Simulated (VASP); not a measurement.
# ZnSe (F-43m) in VASP: settings compared

ZnSe is run at these levels: r2SCAN, revPBE+D3(BJ), BLYP+D4; tasks: single point, relaxation of cell and atoms.

All numbers are computed with VASP 6.6.1; they aren't measurements. Logs are shortened: lines on timing, memory, paths and dates and some standing lists are left out, and cuts for length are marked.

### 1 The cell of the first run

Symmetry: F-43m, No. 216, cubic system. Conventional cell: a = 5.705 Å, b = 5.705 Å, c = 5.705 Å, α = 90.00°, β = 90.00°, γ = 90.00°. Se (site symmetry -43m) has 4 Zn at 2.47 Å within 3.3 Å. Within 3.3 Å of Zn (site symmetry -43m) lie 4 Se at 2.47 Å.

### 2 Single point, r2SCAN

Input file POSCAR:

```
ZnSe
1.0
    0.0000000000      2.8525674344      2.8525674344
    2.8525674344      0.0000000000      2.8525674344
    2.8525674344      2.8525674344      0.0000000000
Se Zn
1 1
Direct
    0.7500000000      0.7500000000      0.7500000000
    0.0000000000      0.0000000000      0.0000000000
```

Input file INCAR.step1:

```
SYSTEM = ZnSe
  PREC = Accurate
  ENCUT = 520
  ISMEAR = -1
  SIGMA = 0.05
  LREAL = .FALSE.
  LASPH = .TRUE.
  NELM = 60
  NBANDS = 16
  GGA = PE
  ALGO = Normal
  EDIFF = 1E-4
  LWAVE = .TRUE.
  LCHARG = .FALSE.
```

Input file INCAR.step2:

```
SYSTEM = ZnSe
  PREC = Accurate
  ENCUT = 520
  EDIFF = 1E-7
  ISMEAR = -1
  SIGMA = 0.05
  LREAL = .FALSE.
  LASPH = .TRUE.
  NELM = 60
  ALGO = Normal
  ISIF = 2
  LWAVE = .FALSE.
  LCHARG = .FALSE.
  METAGGA = R2SCAN
  LMIXTAU = .TRUE.
  NBANDS = 16
  ISTART = 1
```

Input file KPOINTS:

```
Automatic mesh
0
G
  8 8 8
  0 0 0
```

Potentials or basis: VASP PAW PBE potentials, release 64 (Se, Zn).

Started as:

```sh
$ cat potpaw_PBE.64/Se/POTCAR potpaw_PBE.64/Zn/POTCAR > POTCAR
$ cp INCAR.step1 INCAR
$ mpirun -np 1 vasp_std > vasp.out
$ cp INCAR.step2 INCAR
$ mpirun -np 1 vasp_std > vasp.out
```

OUTCAR:

```text
SYSTEM = ZnSe
   PREC = Accurate
   ENCUT = 520
   EDIFF = 1E-7
   ISMEAR = -1
   LREAL = .FALSE.
   LASPH = .TRUE.
   NELM = 60
   ISIF = 2
   METAGGA = R2SCAN
   ISTART = 1

 ion  position               nearest neighbor table
   1  0.750  0.750  0.750-   2 2.47   2 2.47   2 2.47   2 2.47
   2  0.000  0.000  0.000-   1 2.47   1 2.47   1 2.47   1 2.47

  LATTYP: Found a face centered cubic cell.
 ALAT       =     5.7051348688

  Lattice vectors:

 A1 = (   0.0000000000,   2.8525674344,   2.8525674344)
 A2 = (   2.8525674344,   0.0000000000,   2.8525674344)
 A3 = (   2.8525674344,   2.8525674344,   0.0000000000)

Analysis of symmetry for initial positions (statically):
=====================================================================
 Subroutine PRICEL returns:
 Original cell was already a primitive cell.

 Routine SETGRP: Setting up the symmetry group for a
 face centered cubic supercell.

 Subroutine GETGRP returns: Found 24 space group operations
 (whereof 24 operations were pure point group operations)
 out of a pool of 48 trial point group operations.

The static configuration has the point symmetry T_d .

Analysis of symmetry for dynamics (positions and initial velocities):
=====================================================================
 Subroutine PRICEL returns:
 Original cell was already a primitive cell.

 Routine SETGRP: Setting up the symmetry group for a
 face centered cubic supercell.

 Subroutine GETGRP returns: Found 24 space group operations
 (whereof 24 operations were pure point group operations)
 out of a pool of 48 trial point group operations.

The dynamic configuration has the point symmetry T_d .

 Subroutine INISYM returns: Found 24 space group operations
 (whereof 24 operations are pure point group operations),
 and found     1 'primitive' translations

----------------------------------------------------------------------------------------

                                     Primitive cell

  volume of cell :      46.4235

  direct lattice vectors                    reciprocal lattice vectors
     0.000000000  2.852567434  2.852567434    -0.175280694  0.175280694  0.175280694
     2.852567434  0.000000000  2.852567434     0.175280694 -0.175280694  0.175280694
     2.852567434  2.852567434  0.000000000     0.175280694  0.175280694 -0.175280694

  length of vectors
[... 80 lines left out ...]
   ENCUT  =  520.0 eV  38.22 Ry    6.18 a.u.   7.50  7.50  7.50*2*pi/ulx,y,z
   NELM   =     60;   NELMIN=  2; NELMDL=  0     # of ELM steps
   EDIFF  = 0.1E-06   stopping-criterion for ELM
   LREAL  =      F    real-space projection
   EDIFFG = 0.1E-05   stopping-criterion for IOM
   NSW    =      0    number of steps for IOM
   IBRION =     -1    ionic relax: 0-MD 1-quasi-New 2-CG
   NFREE  =      0    steps in history (QN), initial steepest desc. (CG)
   ISIF   =      2    stress and relaxation
   ISYM   =      2    0-nonsym 1-usesym 2-fastsym
   POTIM  = 0.5000    time-step for ionic-motion
   TEBEG  =    0.0;   TEEND  =   0.0 temperature during run
   PSTRESS=    0.0 pullay stress
   NELECT =      18.0000    total number of electrons
   NUPDOWN=      -1.0000    fix difference up-down
   EMIN   =  10.00;   EMAX   =-10.00  energy-range for DOS
   EFERMI =   0.00;   METHOD = LEGACY
   ISMEAR =    -1;   SIGMA  =   0.05  broadening in eV -4-tet -1-fermi 0-gaus
   EFERMI_NEDOS =   21; number of points for ismear=-14 and -15
   IALGO  =     38    algorithm
   IMIX   =      4    mixing-type and parameters
     AMIX     =   0.40;   BMIX     =  1.00
     AMIX_MAG =   1.60;   BMIX_MAG =  1.00
  volume/ion in A,a.u.               =      23.21       156.64
  Fermi-wavevector in a.u.,A,eV,Ry     =   1.193767  2.255893 19.389402  1.425081
  Thomas-Fermi vector in A             =   2.329774
   LORBIT       =      0    0 simple, 1 ext, 2 COOP (PROOUT), +10 PAW based schemes
   METAGGA = R2SCAN    functional components
   LHFCALC =     F    Hartree Fock is set to
   AEXX    =    0.0000 exact exchange contribution
   IVDW    =     0    specifies the selected vdW correction
   LEPSILON=     F    determine dielectric tensor
   LRPA    =     F    only Hartree local field effects (RPA)
 non-spin polarized calculation
  energy-cutoff  :      520.00
  volume of cell :       46.42
 maximum number of plane-waves:      1283
 NGX is ok and might be reduce to    30
   NGX = 15   NGY = 15   NGZ = 15

 number of electron      18.0000019 magnetization

 Free energy of the ion-electron system (eV)
  ---------------------------------------------------
  ext. energy  EPLUGINS =         0.00000000
  ---------------------------------------------------
  free energy    TOTEN  =       -24.90543155 eV

  energy without entropy =      -24.90543155  energy(sigma->0) =      -24.90543155

 E-fermi :   2.0392     XC(G=0):  -9.8236

 val. band max:        1.1295662907   @ k =   0.0000   0.0000   0.0000
 cond. band min:       2.9107218331   @ k =   0.0000   0.0000   0.0000
 fundamental gap:      1.7811555423
 Fermi energy:         2.0392143967

 k-point     1 :       0.0000    0.0000    0.0000
  band No.  band energies     occupation
      1     -12.4542      2.00000
      2      -5.4953      2.00000
      3      -5.4953      2.00000
      4      -5.4953      2.00000
      5      -5.1080      2.00000
      6      -5.1080      2.00000
[... 433 lines left out ...]
      3      -5.3505      2.00000
      4      -5.1393      2.00000
      5      -5.1018      2.00000
      6      -4.9102      2.00000
[... 8 lines left out ...]
     15      14.4910      0.00000
     16      15.3491      0.00000

 [... further k-points ...]

------------------------ aborting loop because EDIFF is reached ----------------------------------------

  FORCE on cell =-STRESS in cart. coord.  units (eV):
  Direction    XX          YY          ZZ          XY          YZ          ZX
  --------------------------------------------------------------------------------------
  -------------------------------------------------------------------------------------
  Total       -0.3547457     -0.3547457     -0.3547457      0.0000000      0.0000000      0.0000000
  in kB      -12.2430611    -12.2430611    -12.2430611      0.0000000      0.0000000      0.0000000
  external PRESSURE =     -12.2430611 kB  Pullay stress =       0.0000000 kB

 VOLUME and BASIS-vectors are now :
 -----------------------------------------------------------------------------
  energy-cutoff  :      520.00
  volume of cell :       46.42
      direct lattice vectors                 reciprocal lattice vectors
     0.000000000  2.852567434  2.852567434    -0.175280694  0.175280694  0.175280694
     2.852567434  0.000000000  2.852567434     0.175280694 -0.175280694  0.175280694
     2.852567434  2.852567434  0.000000000     0.175280694  0.175280694 -0.175280694

 POSITION                                       TOTAL-FORCE (eV/Angst)
 -----------------------------------------------------------------------------------
      4.27885      4.27885      4.27885         0.000000      0.000000      0.000000
      0.00000      0.00000      0.00000        -0.000000     -0.000000     -0.000000
 -----------------------------------------------------------------------------------
    total drift:                               -0.000018     -0.000018     -0.000018

  FREE ENERGIE OF THE ION-ELECTRON SYSTEM (eV)
  ---------------------------------------------------
  free  energy   TOTEN  =       -24.9054315486 eV

  energy  without entropy=      -24.9054315483  energy(sigma->0) =      -24.90543155
```

OUTCAR.step1:

```text
SYSTEM = ZnSe
   PREC = Accurate
   ENCUT = 520
   ISMEAR = -1
   LREAL = .FALSE.
   LASPH = .TRUE.
[... 677 lines left out ...]
      4.27885      4.27885      4.27885         0.000000      0.000000      0.000000
      0.00000      0.00000      0.00000        -0.000000     -0.000000     -0.000000
 -----------------------------------------------------------------------------------
    total drift:                                0.000001      0.000001      0.000001

  FREE ENERGIE OF THE ION-ELECTRON SYSTEM (eV)
  ---------------------------------------------------
  free  energy   TOTEN  =        -6.0297671034 eV

  energy  without entropy=       -6.0297670443  energy(sigma->0) =       -6.02976707
```

OSZICAR.step1:

```text
N       E                     dE             d eps       ncg     rms          rms(c)
DAV:   1     0.875479542867E+02    0.87548E+02   -0.87508E+03   928   0.127E+03
DAV:   2    -0.694291642726E+00   -0.88242E+02   -0.81951E+02  1032   0.248E+02
DAV:   3    -0.627383423332E+01   -0.55795E+01   -0.55602E+01  1160   0.614E+01
DAV:   4    -0.631845519809E+01   -0.44621E-01   -0.44617E-01  1080   0.594E+00
DAV:   5    -0.631867601801E+01   -0.22082E-03   -0.22082E-03  1224   0.377E-01    0.458E+00
DAV:   6    -0.604813002817E+01    0.27055E+00   -0.53243E-01  1376   0.234E+01    0.351E+00
DAV:   7    -0.602958708493E+01    0.18543E-01   -0.15151E-01  1032   0.344E+00    0.150E+00
DAV:   8    -0.602941674548E+01    0.17034E-03   -0.42807E-03  1264   0.635E-01    0.442E-01
DAV:   9    -0.602966536912E+01   -0.24862E-03   -0.10686E-03  1080   0.247E-01    0.672E-02
DAV:  10    -0.602976862279E+01   -0.10325E-03   -0.16680E-04  1120   0.978E-02    0.188E-02
DAV:  11    -0.602976710343E+01    0.15194E-05   -0.28099E-05   600   0.478E-02
   1 F= -.60297671E+01 E0= -.60297671E+01  d E =-.591553E-07
```

It took 2.1 min on 1 thread of Intel Xeon Platinum 8259CL at 2.50GHz (Skylake/Cascade Lake), shared host; peak memory 0.18 GiB.

Results:

| Item | Value |
| --- | --- |
| Free energy | -24.9054 eV |
| Pressure | -1.2 GPa |
| Band gap on the k mesh | 1.78 eV |

Caveat: the PAW data sets were made with another functional, which shifts forces and pressure a little. r2SCAN opens gaps a little over a GGA but as a rule still falls short of measured ones.

### 3 Single point, r2SCAN

This run uses another cell than the first one, of 23.67 Å³/atom.

Input file POSCAR:

```
ZnSe
1.0
    0.0000000000      2.8710911185      2.8710911185
    2.8710911185      0.0000000000      2.8710911185
    2.8710911185      2.8710911185      0.0000000000
Se Zn
1 1
Direct
    0.7500000000      0.7500000000      0.7500000000
    0.0000000000      0.0000000000      0.0000000000
```

Input file INCAR.step1:

```
ALGO = Normal ; EDIFF = 1E-4
ENCUT = 520 ; GGA = PE
ISMEAR = -1 ; LASPH = True
LCHARG = False ; LREAL = False
LWAVE = True ; NBANDS = 16
NELM = 80 ; PREC = Accurate
SIGMA = 0.05
```

Input file INCAR.step2:

```
ALGO = Normal ; EDIFF = 1E-6
ENCUT = 520 ; ISIF = 2
ISMEAR = -1 ; ISTART = 1
LASPH = True ; LCHARG = False
LMIXTAU = True ; LREAL = False
LWAVE = False ; METAGGA = R2SCAN
NBANDS = 16 ; NELM = 80
PREC = Accurate ; SIGMA = 0.05
```

Input file KPOINTS:

```
k-points
0
Gamma
  8 8 8
```

Potentials or basis: VASP PAW PBE potentials, release 64 (Se, Zn).

Started as:

```sh
$ cat potpaw_PBE.64/Se/POTCAR potpaw_PBE.64/Zn/POTCAR > POTCAR
$ cp INCAR.step1 INCAR
$ mpirun -np 1 vasp_std > vasp.out
$ cp INCAR.step2 INCAR
$ mpirun -np 1 vasp_std > vasp.out
```

It took 1.8 min on 1 thread of Intel Xeon Platinum 8259CL at 2.50GHz (Skylake/Cascade Lake), shared host; peak memory 0.18 GiB.

It converged, with:

```
Free energy            : -24.8949 eV
Pressure               : -2.3 GPa
Band gap on the k mesh : 1.70 eV
```

Levels at points of the mesh, in eV from the valence-band top:
```
           k point  band 7  band 8  band 9  band 10  band 11  band 12
(0.00, 0.00, 0.00)    0.00    0.00    0.00     1.70     6.33     6.33
(0.50, 0.00, 0.00)   -5.05   -0.83   -0.83     2.98     6.87     6.87
(0.50, 0.50, 0.00)   -4.62   -2.09   -2.09     3.42     3.87    11.20
```

Caveat: the PAW data sets were made with another functional, which shifts forces and pressure a little. r2SCAN opens gaps a little over a GGA but as a rule still falls short of measured ones.

### 4 Single point, r2SCAN

This run uses another cell than the first one, of 24.12 Å³/atom.

Input file POSCAR:

```
ZnSe
1.0
    0.0000000000      2.8893788162      2.8893788162
    2.8893788162      0.0000000000      2.8893788162
    2.8893788162      2.8893788162      0.0000000000
Se Zn
1 1
Direct
    0.7500000000      0.7500000000      0.7500000000
    0.0000000000      0.0000000000      0.0000000000
```

Input file INCAR.step1:

```
PREC = Accurate
ENCUT = 520
ISMEAR = -1
SIGMA = 0.05
LREAL = False
LASPH = True
NELM = 100
NBANDS = 16
GGA = PE
ALGO = Normal
EDIFF = 1E-4
LWAVE = True
LCHARG = False
```

Input file INCAR.step2:

```
PREC = Accurate
ENCUT = 520
EDIFF = 1E-6
ISMEAR = -1
SIGMA = 0.05
LREAL = False
LASPH = True
NELM = 100
ALGO = Normal
ISIF = 2
LWAVE = False
LCHARG = False
METAGGA = R2SCAN
LMIXTAU = True
NBANDS = 16
ISTART = 1
```

Input file KPOINTS:

```
Automatic mesh
0
Gamma
  8 8 8
```

Potentials or basis: VASP PAW PBE potentials, release 64 (Se, Zn).

Started as:

```sh
$ cat potpaw_PBE.64/Se/POTCAR potpaw_PBE.64/Zn/POTCAR > POTCAR
$ cp INCAR.step1 INCAR
$ mpirun -np 1 vasp_std > vasp.out
$ cp INCAR.step2 INCAR
$ mpirun -np 1 vasp_std > vasp.out
```

OUTCAR:

```text
PREC = Accurate
   ENCUT = 520
   EDIFF = 1E-6
   ISMEAR = -1
   LREAL = False
   LASPH = True
   NELM = 100
   ISIF = 2
   METAGGA = R2SCAN
   ISTART = 1

 ion  position               nearest neighbor table
   1  0.750  0.750  0.750-   2 2.50   2 2.50   2 2.50   2 2.50
   2  0.000  0.000  0.000-   1 2.50   1 2.50   1 2.50   1 2.50

  LATTYP: Found a face centered cubic cell.
 ALAT       =     5.7787576324

  Lattice vectors:

[... 638 lines left out ...]
     16      14.8395      0.00000

 [... further k-points ...]

------------------------ aborting loop because EDIFF is reached ----------------------------------------

  FORCE on cell =-STRESS in cart. coord.  units (eV):
  Direction    XX          YY          ZZ          XY          YZ          ZX
  --------------------------------------------------------------------------------------
  -------------------------------------------------------------------------------------
  Total       -1.0050984     -1.0050984     -1.0050984      0.0000000      0.0000000     -0.0000000
  in kB      -33.3791830    -33.3791830    -33.3791830      0.0000000      0.0000000     -0.0000000
  external PRESSURE =     -33.3791830 kB  Pullay stress =       0.0000000 kB

 VOLUME and BASIS-vectors are now :
 -----------------------------------------------------------------------------
  energy-cutoff  :      520.00
  volume of cell :       48.24
      direct lattice vectors                 reciprocal lattice vectors
     0.000000000  2.889378816  2.889378816    -0.173047576  0.173047576  0.173047576
     2.889378816  0.000000000  2.889378816     0.173047576 -0.173047576  0.173047576
     2.889378816  2.889378816  0.000000000     0.173047576  0.173047576 -0.173047576

 POSITION                                       TOTAL-FORCE (eV/Angst)
 -----------------------------------------------------------------------------------
      4.33407      4.33407      4.33407         0.000000      0.000000      0.000000
      0.00000      0.00000      0.00000        -0.000000     -0.000000     -0.000000
 -----------------------------------------------------------------------------------
    total drift:                               -0.000017     -0.000017     -0.000018

  FREE ENERGIE OF THE ION-ELECTRON SYSTEM (eV)
  ---------------------------------------------------
  free  energy   TOTEN  =       -24.8784441535 eV

  energy  without entropy=      -24.8784441521  energy(sigma->0) =      -24.87844415
```

Run time: 1.9 min. Hardware: 1 thread of Intel Xeon Platinum 8259CL at 2.50GHz (Skylake/Cascade Lake), shared host; peak memory 0.18 GiB.

Results:

```yaml
Free_energy: -24.8784 eV
Pressure: -3.3 GPa
Band_gap_on_the_k_mesh: 1.62 eV
```

Levels at points of the mesh, in eV from the valence-band top:
| k point | band 5 | band 6 | band 7 | band 8 | band 9 | band 10 | band 11 | band 12 | band 13 | band 14 |
| --- | --- | --- | --- | --- | --- | --- | --- | --- | --- | --- |
| (0.00, 0.00, 0.00) | -6.15 | -6.15 | 0.00 | 0.00 | 0.00 | 1.62 | 6.33 | 6.33 | 6.33 | 10.33 |
| (0.50, 0.00, 0.00) | -6.14 | -6.02 | -4.93 | -0.80 | -0.80 | 2.94 | 6.87 | 6.87 | 8.88 | 11.39 |
| (0.50, 0.50, 0.00) | -6.11 | -5.99 | -4.53 | -2.02 | -2.02 | 3.46 | 3.86 | 11.06 | 11.65 | 11.65 |

Caveat: the cell stands under tension; the PAW data sets were made with another functional, which shifts forces and pressure a little.

### 5 Relaxation of cell and atoms, revPBE+D3(BJ)

This run uses another cell than the first one, of 22.76 Å³/atom.

Input file INCAR:

```
PREC = Accurate ; ENCUT = 600
EDIFF = 1E-7 ; ISMEAR = -1
SIGMA = 0.05 ; LREAL = False
LASPH = True ; NELM = 100
ALGO = Normal ; ISIF = 3
LWAVE = False ; LCHARG = False
GGA = RE ; IVDW = 12
IBRION = 2 ; NSW = 60
EDIFFG = -0.01
```

Input file KPOINTS:

```
regular mesh
0
Gamma
  8 8 8
```

Input file POSCAR:

```
ZnSe
1.0
    0.0000000000      2.8338000000      2.8338000000
    2.8338000000      0.0000000000      2.8338000000
    2.8338000000      2.8338000000      0.0000000000
Se Zn
1 1
Direct
    0.7500000000      0.7500000000      0.7500000000
    0.0000000000      0.0000000000      0.0000000000
```

Started as:

```sh
$ cat potpaw_PBE.64/Se/POTCAR potpaw_PBE.64/Zn/POTCAR > POTCAR
$ mpirun -np 1 vasp_std > vasp.out
```

Wall time 47 s (1 thread of Intel Xeon Platinum 8259CL at 2.50GHz (Skylake/Cascade Lake), shared host); peak memory 0.21 GiB.

It converged, with:

| Property | Result |
| --- | --- |
| Free energy | -6.6934 eV |
| Relaxed volume | 22.35 Å³/atom |
| Relaxed cell | a = 3.984 Å, b = 3.984 Å, c = 3.984 Å, α = 60.00°, β = 60.00°, γ = 60.00° |
| Space group after relaxing (to 0.1 Å) | F-43m (No. 216) |
| Energy gained by relaxing | 1.4 meV/atom |
| Ionic steps | 3 |
| Pressure after relaxing | 0.0 GPa |
| Band gap on the k mesh | 1.48 eV |
| Dispersion energy per atom | -0.640 eV |

Step by step:
```csv
step,energy change (eV),largest force (eV/Å),pressure (GPa),volume (Å³)
1,0.0000,0.0000,-1.11,45.51
2,-0.0026,0.0000,0.34,44.49
3,-0.0028,0.0000,0.01,44.71
```

Final structure:
```yaml
crystal:
  lattice:
    - [0.00000, 2.81702, 2.81702]
    - [2.81702, 0.00000, 2.81702]
    - [2.81702, 2.81702, 0.00000]
  atoms:
    - { symbol: Se, position: [0.75000, 0.75000, 0.75000] }
    - { symbol: Zn, position: [0.00000, 0.00000, 0.00000] }
```

Levels at points of the mesh, in eV from the valence-band top:
```csv
k point,band 6,band 7,band 8,band 9,band 10,band 11,band 12,band 13
"(0.00, 0.00, 0.00)",-6.19,0.00,0.00,0.00,1.48,5.83,5.83,5.83
"(0.50, 0.00, 0.00)",-6.03,-5.31,-0.89,-0.89,2.66,6.42,6.42,8.77
"(0.50, 0.50, 0.00)",-6.01,-4.80,-2.24,-2.24,3.04,3.53,11.00,11.43
```

Caveat: the PAW data sets were made with another functional, which shifts forces and pressure a little.

[end of part 1 of 2]
